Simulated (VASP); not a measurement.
# Rb in VASP: further runs, part 2 of 2

VASP 6.6.1.

### 5 Single point, PBE (atoms moved at random)

File INCAR:

```
PREC     = Accurate       # precision mode
ENCUT    = 520            # plane-wave cutoff, eV
EDIFF    = 1E-6           # SCF threshold, eV
ISMEAR   = -1             # smearing method
SIGMA    = 0.05           # smearing width, eV
LREAL    = False          # projectors in reciprocal space
LASPH    = True           # aspherical terms in the spheres
NELM     = 60             # most SCF steps
ALGO     = Fast           # electronic algorithm
ISIF     = 2              # what is computed and relaxed
LWAVE    = False          # write WAVECAR
LCHARG   = False          # write CHGCAR
GGA      = PE             # functional
NBANDS   = 16             # bands
```

File KPOINTS:

```
Automatic mesh
0
Gamma
  6 6 3
```

File POSCAR:

```
Rb
1.0
    5.0882069760      0.0000000000      0.0000000000
   -2.5441034880      4.4065165009      0.0000000000
    0.0000000000      0.0000000000      8.4420579800
Rb
2
Direct
    0.6752000000      0.3348680000      0.7497910000
    0.3346950000      0.6643890000      0.2491220000
```

Potentials or basis: VASP PAW PBE potentials, release 64 (Rb_sv).

Launch:

```
$ cat potpaw_PBE.64/Rb_sv/POTCAR > POTCAR
$ mpirun -np 1 vasp_std > vasp.out
```

OUTCAR:

```text
PREC = Accurate
   ENCUT = 520
   EDIFF = 1E-6
   ISMEAR = -1
   LREAL = False
   LASPH = True
   NELM = 60
   ISIF = 2
   GGA = PE

 ion  position               nearest neighbor table
   1  0.675  0.335  0.750-   2 5.12   2 5.13   2 5.15   2 5.15   2 5.16   2 5.16
   2  0.335  0.664  0.249-   1 5.12   1 5.13   1 5.15   1 5.15   1 5.16   1 5.16

  LATTYP: Found a hexagonal cell.
 ALAT       =     5.0882069760
 C/A-ratio  =     1.6591420160

  Lattice vectors:

 A1 = (   5.0882069760,   0.0000000000,   0.0000000000)
 A2 = (  -2.5441034880,   4.4065165009,   0.0000000000)
 A3 = (   0.0000000000,   0.0000000000,   8.4420579800)

Analysis of symmetry for initial positions (statically):
=====================================================================
 Subroutine PRICEL returns:
 Original cell was already a primitive cell.

 Routine SETGRP: Setting up the symmetry group for a
 hexagonal supercell.

 Subroutine GETGRP returns: Found  2 space group operations
 (whereof  1 operations were pure point group operations)
 out of a pool of 24 trial point group operations.

The static configuration has the point symmetry C_1 .
 The point group associated with its full space group is S_2 .

Analysis of symmetry for dynamics (positions and initial velocities):
=====================================================================
 Subroutine PRICEL returns:
 Original cell was already a primitive cell.

 Routine SETGRP: Setting up the symmetry group for a
 hexagonal supercell.

 Subroutine GETGRP returns: Found  2 space group operations
 (whereof  1 operations were pure point group operations)
 out of a pool of 24 trial point group operations.

The dynamic configuration has the point symmetry C_1 .
 The point group associated with its full space group is S_2 .

 Subroutine INISYM returns: Found  2 space group operations
 (whereof  1 operations are pure point group operations),
 and found     1 'primitive' translations

----------------------------------------------------------------------------------------

                                     Primitive cell

  volume of cell :     189.2816

  direct lattice vectors                    reciprocal lattice vectors
     5.088206976  0.000000000  0.000000000     0.196532886  0.113468314  0.000000000
    -2.544103488  4.406516501  0.000000000     0.000000000  0.226936629  0.000000000
     0.000000000  0.000000000  8.442057980     0.000000000  0.000000000  0.118454529

  length of vectors
     5.088206976  5.088206976  8.442057980     0.226936629  0.226936629  0.118454529

  position of ions in fractional coordinates (direct lattice)
     0.675200000  0.334868000  0.749791000
     0.334695000  0.664389000  0.249122000

  ion indices of the primitive-cell ions
   primitive index   ion index
                 1           1
                 2           2

----------------------------------------------------------------------------------------

 KPOINTS: Automatic mesh

Automatic generation of k-mesh.
 Grid dimensions read from file:
 generate k-points for:    6    6    3

 Generating k-lattice:

  Cartesian coordinates                     Fractional coordinates (reciprocal lattice)
     0.032755481  0.018911386  0.000000000     0.166666667 -0.000000000  0.000000000
     0.000000000  0.037822771  0.000000000     0.000000000  0.166666667  0.000000000
     0.000000000  0.000000000  0.039484843     0.000000000  0.000000000  0.333333333

  Length of vectors
     0.037822771  0.037822771  0.039484843

  Shift w.r.t. Gamma in fractional coordinates (k-lattice)
     0.000000000  0.000000000  0.000000000

 Subroutine IBZKPT returns following result:
 ===========================================

 Found     56 irreducible k-points:

 Following reciprocal coordinates:
            Coordinates               Weight
  0.000000  0.000000  0.000000      1.000000
  0.166667  0.000000  0.000000      2.000000
  0.000000  0.166667  0.000000      2.000000
 -0.166667  0.166667  0.000000      2.000000
  0.333333  0.000000  0.000000      2.000000
  0.000000  0.333333  0.000000      2.000000
[... 16 lines left out ...]
  0.000000  0.166667  0.333333      2.000000
 -0.166667  0.166667  0.333333      2.000000
 [... further k-points ...]
   k-points           NKPTS =     56   k-points in BZ     NKDIM =     56   number of bands    NBANDS=     16
   number of dos      NEDOS =    301   number of ions     NIONS =      2
   total plane-waves  NPLWV = 102400
   dimension x,y,z NGX =    40 NGY =   40 NGZ =   64
   dimension x,y,z NGXF=    80 NGYF=   80 NGZF=  128
   ions per type =               2
   NGX,Y,Z   is equivalent  to a cutoff of  13.07, 13.07, 12.60 a.u.
   NGXF,Y,Z  is equivalent  to a cutoff of  26.14, 26.14, 25.21 a.u.
 SYSTEM =  unknown system
   PREC   = accura    normal or accurate (medium, high low for compatibility)
   ISTART =      0    job   : 0-new  1-cont  2-samecut
   ICHARG =      2    charge: 1-file 2-atom 10-const
   ISPIN  =      1    spin polarized calculation?
   LNONCOLLINEAR =      F non collinear calculations
   LSORBIT =      F    spin-orbit coupling
   LASPH  =      T    aspherical Exc in radial PAW
   ENCUT  =  520.0 eV  38.22 Ry    6.18 a.u.   9.46  9.46 15.70*2*pi/ulx,y,z
   NELM   =     60;   NELMIN=  2; NELMDL= -5     # of ELM steps
   EDIFF  = 0.1E-05   stopping-criterion for ELM
   LREAL  =      F    real-space projection
   EDIFFG = 0.1E-04   stopping-criterion for IOM
   NSW    =      0    number of steps for IOM
   IBRION =     -1    ionic relax: 0-MD 1-quasi-New 2-CG
   NFREE  =      0    steps in history (QN), initial steepest desc. (CG)
   ISIF   =      2    stress and relaxation
   ISYM   =      2    0-nonsym 1-usesym 2-fastsym
   POTIM  = 0.5000    time-step for ionic-motion
   TEBEG  =    0.0;   TEEND  =   0.0 temperature during run
   PSTRESS=    0.0 pullay stress
   NELECT =      18.0000    total number of electrons
   NUPDOWN=      -1.0000    fix difference up-down
   EMIN   =  10.00;   EMAX   =-10.00  energy-range for DOS
   EFERMI =   0.00;   METHOD = LEGACY
   ISMEAR =    -1;   SIGMA  =   0.05  broadening in eV -4-tet -1-fermi 0-gaus
   EFERMI_NEDOS =   21; number of points for ismear=-14 and -15
   IALGO  =     68    algorithm
   IMIX   =      4    mixing-type and parameters
     AMIX     =   0.40;   BMIX     =  1.00
     AMIX_MAG =   1.60;   BMIX_MAG =  1.00
  volume/ion in A,a.u.               =      94.64       638.67
  Fermi-wavevector in a.u.,A,eV,Ry     =   0.747245  1.412088  7.597148  0.558375
  Thomas-Fermi vector in A             =   1.843255
   LORBIT       =      0    0 simple, 1 ext, 2 COOP (PROOUT), +10 PAW based schemes
   GGA     = PE    functional components
   LHFCALC =     F    Hartree Fock is set to
   AEXX    =    0.0000 exact exchange contribution
   IVDW    =     0    specifies the selected vdW correction
   LEPSILON=     F    determine dielectric tensor
   LRPA    =     F    only Hartree local field effects (RPA)
 non-spin polarized calculation
 RMM-DIIS sequential band-by-band and
  energy-cutoff  :      520.00
  volume of cell :      189.28
 maximum number of plane-waves:      5143
 NGX is ok and might be reduce to    40
   NGX = 19   NGY = 19   NGZ = 31

 number of electron      18.0000000 magnetization

 Free energy of the ion-electron system (eV)
  ---------------------------------------------------
  ext. energy  EPLUGINS =         0.00000000
  ---------------------------------------------------
  free energy    TOTEN  =        -1.86053843 eV

  energy without entropy =       -1.83406384  energy(sigma->0) =       -1.84730114

 E-fermi :  -0.0882     XC(G=0):  -5.3721

 val. band max:       -0.2181994441   @ k =  -0.3333   0.1667   0.3333
 cond. band min:      -0.0778968383   @ k =  -0.3333   0.5000  -0.3333
 fundamental gap:      0.1403026058
 Fermi energy:        -0.0882225374

 k-point     1 :       0.0000    0.0000    0.0000
  band No.  band energies     occupation
      1     -28.9922      2.00000
      2     -28.9893      2.00000
      3     -13.1174      2.00000
      4     -13.0501      2.00000
      5     -13.0494      2.00000
      6     -13.0394      2.00000
[... 8 lines left out ...]
     15       3.7565      0.00000
     16       3.7769      0.00000
[... 419 lines left out ...]
 k-point    24 :      -0.1667    0.1667    0.3333
  band No.  band energies     occupation
      1     -28.9908      2.00000
      2     -28.9896      2.00000
      3     -13.0961      2.00000
      4     -13.0682      2.00000
      5     -13.0607      2.00000
      6     -13.0517      2.00000
[... 8 lines left out ...]
     15       3.5206      0.00000
     16       3.6678      0.00000

 [... further k-points ...]
[... 5 lines left out ...]
  --------------------------------------------------------------------------------------
  -------------------------------------------------------------------------------------
  Total       -0.0424877     -0.0479748     -0.1729469      0.0044081      0.0000403      0.0000205
  in kB       -0.3596378     -0.4060833     -1.4639118      0.0373121      0.0003414      0.0001734
  external PRESSURE =      -0.7432109 kB  Pullay stress =       0.0000000 kB

 VOLUME and BASIS-vectors are now :
 -----------------------------------------------------------------------------
  energy-cutoff  :      520.00
  volume of cell :      189.28
      direct lattice vectors                 reciprocal lattice vectors
     5.088206976  0.000000000  0.000000000     0.196532886  0.113468314  0.000000000
    -2.544103488  4.406516501  0.000000000     0.000000000  0.226936629  0.000000000
     0.000000000  0.000000000  8.442057980     0.000000000  0.000000000  0.118454529

 POSITION                                       TOTAL-FORCE (eV/Angst)
 -----------------------------------------------------------------------------------
      2.58362      1.47560      6.32978        -0.001298     -0.000887     -0.001618
      0.01272      2.92764      2.10310         0.001298      0.000887      0.001618
 -----------------------------------------------------------------------------------
    total drift:                                0.000000      0.000000      0.000000

  FREE ENERGIE OF THE ION-ELECTRON SYSTEM (eV)
  ---------------------------------------------------
  free  energy   TOTEN  =        -1.8605384341 eV

  energy  without entropy=       -1.8340638421  energy(sigma->0) =       -1.84730114
```

It took 2.6 min on 1 thread of Intel Xeon Platinum 8259CL at 2.50GHz (Skylake/Cascade Lake), shared host; peak memory 0.37 GiB.

Results:

* Free energy: -1.8605 eV
* Pressure: -0.1 GPa
* Band gap on the k mesh: zero (bands 9 and 10 overlap by 1.74 eV)

Forces in eV/Å, atoms in the order of the input:
```
Rb  -0.001 -0.001 -0.002
Rb   0.001  0.001  0.002
```

Caveat: the cell differs from its parent crystal (atoms moved at random).

### 6 Overview

```csv
cell,gap on the mesh (eV),pressure (GPa)
"a = 5.122, b = 5.122, c = 8.498 Å, angles 90.0, 90.0, 120.0°, 2 atoms, atomic positions A",none,-0.1
"a = 5.155, b = 5.155, c = 8.553 Å, angles 90.0, 90.0, 120.0°, 2 atoms, atomic positions A",none,-0.2
"a = 5.188, b = 5.188, c = 8.608 Å, angles 90.0, 90.0, 120.0°, 2 atoms, atomic positions A",none,-0.2
"a = 5.088, b = 5.088, c = 8.442 Å, angles 90.0, 90.0, 120.0°, 2 atoms, atomic positions B",none,-0.1
```

Alike in all rows: task single point; level PBE; potentials or basis VASP PAW PBE potentials, release 64 (Rb_sv); no spin polarisation; k mesh 6 × 6 × 3; cutoff (eV) 520; smearing fermi-dirac 0.05 eV.

Absolute energies hang on the potentials; compare differences alone.

The gap in the log of VASP goes by the Fermi energy; the results here count the filled bands.